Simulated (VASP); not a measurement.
# Ru (P6_3/mmc) in VASP: notebook, part 3 of 3

VASP 6.6.1.

### Step 5. Single point, LDA

This run uses another cell than the first one, of 12.95 Å³/atom, 1.027 times its volume.

INCAR reads:

```
SYSTEM = Ru
PREC = Accurate
ENCUT = 520
EDIFF = 1E-6
ISMEAR = -1
SIGMA = 0.1
LREAL = .FALSE.
LASPH = .TRUE.
NELM = 100
ALGO = Normal
ISIF = 2
LWAVE = .FALSE.
LCHARG = .TRUE.
LELF = .TRUE.
LVHAR = .TRUE.
NBANDS = 21
```

KPOINTS reads:

```
regular mesh
0
G
  20 20 12
  0 0 0
```

POSCAR reads:

```
Ru
1.0
    2.6660821565      0.0000000000      0.0000000000
   -1.3330410782      2.3088948761      0.0000000000
    0.0000000000      0.0000000000      4.2089568548
Ru
2
Direct
    0.3333333333      0.6666666667      0.2500000000
    0.6666666667      0.3333333333      0.7500000000
```

Potentials or basis: VASP PAW LDA potentials, release 64 (Ru_pv).

On the command line:

```console
$ cat potpaw_LDA.64/Ru_pv/POTCAR > POTCAR
$ mpirun -np 1 vasp_std > vasp.out
```

OUTCAR:

```text
SYSTEM = Ru
   PREC = Accurate
   ENCUT = 520
   EDIFF = 1E-6
   ISMEAR = -1
   LREAL = .FALSE.
   LASPH = .TRUE.
   NELM = 100
   ISIF = 2

 ion  position               nearest neighbor table
   1  0.333  0.667  0.250-   2 2.61   2 2.61   2 2.61   2 2.61   2 2.61   2 2.61
   2  0.667  0.333  0.750-   1 2.61   1 2.61   1 2.61   1 2.61   1 2.61   1 2.61

  LATTYP: Found a hexagonal cell.
 ALAT       =     2.6660821565
 C/A-ratio  =     1.5787048589

  Lattice vectors:

 A1 = (   2.6660821565,   0.0000000000,   0.0000000000)
 A2 = (  -1.3330410782,   2.3088948761,   0.0000000000)
 A3 = (   0.0000000000,   0.0000000000,   4.2089568548)

Analysis of symmetry for initial positions (statically):
=====================================================================
 Subroutine PRICEL returns:
 Original cell was already a primitive cell.

 Routine SETGRP: Setting up the symmetry group for a
 hexagonal supercell.

 Subroutine GETGRP returns: Found 24 space group operations
 (whereof 12 operations were pure point group operations)
 out of a pool of 24 trial point group operations.

The static configuration has the point symmetry D_3d.
 The point group associated with its full space group is D_6h.

Analysis of symmetry for dynamics (positions and initial velocities):
=====================================================================
 Subroutine PRICEL returns:
 Original cell was already a primitive cell.

 Routine SETGRP: Setting up the symmetry group for a
 hexagonal supercell.

 Subroutine GETGRP returns: Found 24 space group operations
 (whereof 12 operations were pure point group operations)
 out of a pool of 24 trial point group operations.

The dynamic configuration has the point symmetry D_3d.
 The point group associated with its full space group is D_6h.

 Subroutine INISYM returns: Found 24 space group operations
 (whereof 12 operations are pure point group operations),
 and found     1 'primitive' translations

----------------------------------------------------------------------------------------

                                     Primitive cell

  volume of cell :      25.9091

  direct lattice vectors                    reciprocal lattice vectors
     2.666082156  0.000000000  0.000000000     0.375082215  0.216553818  0.000000000
    -1.333041078  2.308894876  0.000000000     0.000000000  0.433107635  0.000000000
     0.000000000  0.000000000  4.208956855     0.000000000  0.000000000  0.237588560

  length of vectors
     2.666082156  2.666082156  4.208956855     0.433107635  0.433107635  0.237588560

  position of ions in fractional coordinates (direct lattice)
     0.333333333  0.666666667  0.250000000
     0.666666667  0.333333333  0.750000000

  ion indices of the primitive-cell ions
   primitive index   ion index
                 1           1
                 2           2

----------------------------------------------------------------------------------------

 KPOINTS: regular mesh

Automatic generation of k-mesh.
 Grid dimensions read from file:
 generate k-points for:   20   20   12

 Generating k-lattice:

  Cartesian coordinates                     Fractional coordinates (reciprocal lattice)
     0.018754111  0.010827691  0.000000000     0.050000000  0.000000000  0.000000000
     0.000000000  0.021655382  0.000000000     0.000000000  0.050000000  0.000000000
     0.000000000  0.000000000  0.019799047     0.000000000  0.000000000  0.083333333

  Length of vectors
     0.021655382  0.021655382  0.019799047

  Shift w.r.t. Gamma in fractional coordinates (k-lattice)
     0.000000000  0.000000000  0.000000000

 Subroutine IBZKPT returns following result:
 ===========================================

 Found    308 irreducible k-points:

 Following reciprocal coordinates:
            Coordinates               Weight
  0.000000  0.000000  0.000000      1.000000
  0.050000  0.000000  0.000000      6.000000
  0.100000  0.000000  0.000000      6.000000
  0.150000  0.000000  0.000000      6.000000
  0.200000  0.000000  0.000000      6.000000
  0.250000  0.000000  0.000000      6.000000
[... 16 lines left out ...]
  0.200000  0.100000  0.000000     12.000000
  0.250000  0.100000  0.000000     12.000000
 [... further k-points ...]
   k-points           NKPTS =    308   k-points in BZ     NKDIM =    308   number of bands    NBANDS=     21
   number of dos      NEDOS =    301   number of ions     NIONS =      2
   total plane-waves  NPLWV =  12800
   dimension x,y,z NGX =    20 NGY =   20 NGZ =   32
   dimension x,y,z NGXF=    40 NGYF=   40 NGZF=   64
   ions per type =               2
   NGX,Y,Z   is equivalent  to a cutoff of  12.47, 12.47, 12.64 a.u.
   NGXF,Y,Z  is equivalent  to a cutoff of  24.94, 24.94, 25.28 a.u.
 SYSTEM =  Ru
   PREC   = accura    normal or accurate (medium, high low for compatibility)
   ISTART =      0    job   : 0-new  1-cont  2-samecut
   ICHARG =      2    charge: 1-file 2-atom 10-const
   ISPIN  =      1    spin polarized calculation?
   LNONCOLLINEAR =      F non collinear calculations
   LSORBIT =      F    spin-orbit coupling
   LASPH  =      T    aspherical Exc in radial PAW
   ENCUT  =  520.0 eV  38.22 Ry    6.18 a.u.   4.96  4.96  7.83*2*pi/ulx,y,z
   NELM   =    100;   NELMIN=  2; NELMDL= -5     # of ELM steps
   EDIFF  = 0.1E-05   stopping-criterion for ELM
   LREAL  =      F    real-space projection
   EDIFFG = 0.1E-04   stopping-criterion for IOM
   NSW    =      0    number of steps for IOM
   IBRION =     -1    ionic relax: 0-MD 1-quasi-New 2-CG
   NFREE  =      0    steps in history (QN), initial steepest desc. (CG)
   ISIF   =      2    stress and relaxation
   ISYM   =      2    0-nonsym 1-usesym 2-fastsym
   POTIM  = 0.5000    time-step for ionic-motion
   TEBEG  =    0.0;   TEEND  =   0.0 temperature during run
   PSTRESS=    0.0 pullay stress
   NELECT =      28.0000    total number of electrons
   NUPDOWN=      -1.0000    fix difference up-down
   EMIN   =  10.00;   EMAX   =-10.00  energy-range for DOS
   EFERMI =   0.00;   METHOD = LEGACY
   ISMEAR =    -1;   SIGMA  =   0.10  broadening in eV -4-tet -1-fermi 0-gaus
   EFERMI_NEDOS =   21; number of points for ismear=-14 and -15
   IALGO  =     38    algorithm
   IMIX   =      4    mixing-type and parameters
     AMIX     =   0.40;   BMIX     =  1.00
     AMIX_MAG =   1.60;   BMIX_MAG =  1.00
  volume/ion in A,a.u.               =      12.95        87.42
  Fermi-wavevector in a.u.,A,eV,Ry     =   1.680003  3.174746 38.401232  2.822411
  Thomas-Fermi vector in A             =   2.763815
   LORBIT       =      0    0 simple, 1 ext, 2 COOP (PROOUT), +10 PAW based schemes
   GGA     = CA    functional components
   LHFCALC =     F    Hartree Fock is set to
   AEXX    =    0.0000 exact exchange contribution
   IVDW    =     0    specifies the selected vdW correction
   LEPSILON=     F    determine dielectric tensor
   LRPA    =     F    only Hartree local field effects (RPA)
 non-spin polarized calculation
  energy-cutoff  :      520.00
  volume of cell :       25.91
 maximum number of plane-waves:       718
 NGX is ok and might be reduce to    20
   NGX =  9   NGY =  9   NGZ = 15

 number of electron      27.9999991 magnetization

 Free energy of the ion-electron system (eV)
  ---------------------------------------------------
  ext. energy  EPLUGINS =         0.00000000
  ---------------------------------------------------
  free energy    TOTEN  =       -21.41089680 eV

  energy without entropy =      -21.36094455  energy(sigma->0) =      -21.38592067

 E-fermi :  13.6043     XC(G=0): -14.6705

 val. band max:       13.6027287164   @ k =   0.4000   0.0500   0.3333
 cond. band min:      13.6082564399   @ k =   0.4000   0.0000   0.3333
 fundamental gap:      0.0055277235
 Fermi energy:        13.6043214979

 k-point     1 :       0.0000    0.0000    0.0000
  band No.  band energies     occupation
      1     -30.0796      2.00000
      2     -28.9729      2.00000
      3     -28.9729      2.00000
      4     -28.7707      2.00000
      5     -28.7707      2.00000
      6     -28.7177      2.00000
[... 13 lines left out ...]
     20      23.5080      0.00000
     21      24.4839      0.00000
[... 529 lines left out ...]
 k-point    24 :       0.2500    0.1000    0.0000
  band No.  band energies     occupation
      1     -29.7413      2.00000
      2     -29.5451      2.00000
      3     -29.3967      2.00000
      4     -29.1576      2.00000
      5     -28.9047      2.00000
      6     -28.9010      2.00000
[... 13 lines left out ...]
     20      23.5076      0.00000
     21      24.0290      0.00000

 [... further k-points ...]

------------------------ aborting loop because EDIFF is reached ----------------------------------------

  FORCE on cell =-STRESS in cart. coord.  units (eV):
  Direction    XX          YY          ZZ          XY          YZ          ZX
  --------------------------------------------------------------------------------------
  -------------------------------------------------------------------------------------
  Total        0.8117553      0.8117553      0.8268990      0.0000000      0.0000000      0.0000000
  in kB       50.1976672     50.1976672     51.1341335      0.0000000      0.0000000      0.0000000
  external PRESSURE =      50.5098227 kB  Pullay stress =       0.0000000 kB

 VOLUME and BASIS-vectors are now :
 -----------------------------------------------------------------------------
  energy-cutoff  :      520.00
  volume of cell :       25.91
      direct lattice vectors                 reciprocal lattice vectors
     2.666082156  0.000000000  0.000000000     0.375082215  0.216553818  0.000000000
    -1.333041078  2.308894876  0.000000000     0.000000000  0.433107635  0.000000000
     0.000000000  0.000000000  4.208956855     0.000000000  0.000000000  0.237588560

 POSITION                                       TOTAL-FORCE (eV/Angst)
 -----------------------------------------------------------------------------------
     -0.00000      1.53926      1.05224        -0.000000     -0.000000      0.000000
      1.33304      0.76963      3.15672         0.000000      0.000000      0.000000
 -----------------------------------------------------------------------------------
    total drift:                               -0.000000      0.000000     -0.000000

  FREE ENERGIE OF THE ION-ELECTRON SYSTEM (eV)
  ---------------------------------------------------
  free  energy   TOTEN  =       -21.4108968002 eV

  energy  without entropy=      -21.3609445479  energy(sigma->0) =      -21.38592067
```

OSZICAR:

```text
N       E                     dE             d eps       ncg     rms          rms(c)
DAV:   1     0.287316367819E+03    0.28732E+03   -0.17510E+04 12968   0.150E+03
DAV:   2    -0.168483959707E+02   -0.30416E+03   -0.29468E+03 13191   0.449E+02
DAV:   3    -0.228019545835E+02   -0.59536E+01   -0.59194E+01 15246   0.705E+01
DAV:   4    -0.228462886536E+02   -0.44334E-01   -0.44249E-01 16350   0.586E+00
DAV:   5    -0.228468267012E+02   -0.53805E-03   -0.53284E-03 14441   0.581E-01    0.206E+01
DAV:   6    -0.215183166204E+02    0.13285E+01   -0.29879E+00 14816   0.166E+01    0.583E+00
DAV:   7    -0.214228738326E+02    0.95443E-01   -0.45099E-01 14556   0.485E+00    0.120E+00
DAV:   8    -0.214113210004E+02    0.11553E-01   -0.17087E-02 14056   0.133E+00    0.351E-01
DAV:   9    -0.214108730665E+02    0.44793E-03   -0.47290E-04 14891   0.228E-01    0.269E-02
DAV:  10    -0.214108971721E+02   -0.24106E-04   -0.15336E-05 14441   0.401E-02    0.844E-03
DAV:  11    -0.214108968002E+02    0.37189E-06   -0.37008E-06 14340   0.190E-02
   1 F= -.21410897E+02 E0= -.21385921E+02  d E =-.499523E-01
```

Run time: 3.1 min. Hardware: 1 thread of AMD EPYC 7R13, shared host; peak memory 0.2 GiB.

Results:

```
Free energy            : -21.4109 eV
Pressure               : 5.1 GPa
Band gap on the k mesh : zero (band 14 reaches 15.32 eV, above the bottom of band 15 at 11.81 eV)
```

Stress tensor (GPa, compression positive):
```
5.02 0.00 0.00
0.00 5.02 0.00
0.00 0.00 5.11
```

### Step 6. The runs side by side

```csv
cell,gap on the mesh (eV),pressure (GPa)
"a = 2.641, b = 2.641, c = 4.175 Å, angles 90.0, 90.0, 120.0°, 2 atoms",none,16.2
"a = 2.652, b = 2.652, c = 4.190 Å, angles 90.0, 90.0, 120.0°, 2 atoms",none,11.2
"a = 2.659, b = 2.659, c = 4.199 Å, angles 90.0, 90.0, 120.0°, 2 atoms",none,8.1
"a = 2.666, b = 2.666, c = 4.209 Å, angles 90.0, 90.0, 120.0°, 2 atoms",none,5.1
```

Alike in all rows: task single point; level LDA; potentials or basis VASP PAW LDA potentials, release 64 (Ru_pv); no spin polarisation; k mesh 20 × 20 × 12; cutoff (eV) 520; smearing fermi-dirac 0.1 eV.

Absolute energies hang on the potentials; compare differences alone.
